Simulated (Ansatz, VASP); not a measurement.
One calculation of Y, two programs

```
CELL_PARAMETERS angstrom
-1.98891 1.98891 1.98891
1.98891 -1.98891 1.98891
1.98891 1.98891 -1.98891
ATOMIC_POSITIONS crystal
Y 0.00000 0.00000 0.00000
```

Alike in both runs: functional PBEsol; k mesh 11 × 11 × 11; occupations fermi-dirac, width 0.1 eV; no spin polarisation.

Ansatz relaxed the structure, and its values are those at the end. VASP's run is a single point on that final structure, the one shown.

|  | VASP | Ansatz |
| --- | --- | --- |
| version | VASP 6.6.1 | Ansatz 0.2.0 |
| potentials or method | VASP PAW PBE potentials, release 64 (Y_sv), cutoff 520 eV | plane waves (420 eV) with PAW, scalar-relativistic |
| valence electrons in the cell | 11 | 11 |

|  | VASP | Ansatz | Ansatz less VASP |
| --- | --- | --- | --- |
| pressure (GPa) | -0.1 | 0.0 | +0.12 |

VASP's potentials were made for PBE, not for PBEsol, and Ansatz warns of the same on its side.
